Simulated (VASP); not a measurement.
## Hg: single point with PBE

The system is Hg.

```
Hg
1.0
     0.00000    2.93963    2.93963
     2.93963    0.00000    2.93963
     2.93963    2.93963    0.00000
Hg
2
Direct
  0.87500 0.87500 0.87500
  0.12500 0.12500 0.12500
```

```yaml
Program: VASP 6.6.1
Task: single point
Functional: PBE
Potentials_or_basis: VASP PAW PBE potentials, release 64 (Hg)
Cutoff: 520 eV
k_mesh: 11 × 11 × 11
Occupations: fermi-dirac, width 0.05 eV
Spin: no spin polarisation
```

| Item | Value |
| --- | --- |
| Pressure | 27.3 GPa |
| Band gap on the k mesh | zero (bands 12 and 13 overlap by 7.09 eV) |

Levels at points of the mesh, in eV from the Fermi level:
| k point | band 8 | band 9 | band 10 | band 11 | band 12 | band 13 | band 14 | band 15 | band 16 | band 17 |
| --- | --- | --- | --- | --- | --- | --- | --- | --- | --- | --- |
| (0.00, 0.00, 0.00) | -7.03 | -7.03 | -6.17 | -6.17 | 6.32 | 7.05 | 7.05 | 7.05 | 7.84 | 8.19 |

Run time: 24 s on 1 thread of AMD EPYC 9R45 96-Core Processor (Zen 5), on a shared host, peak memory 0.17 GiB.

Caveat: the cell stands under pressure; spin-orbit coupling is left out, which moves the levels of the heavy elements.
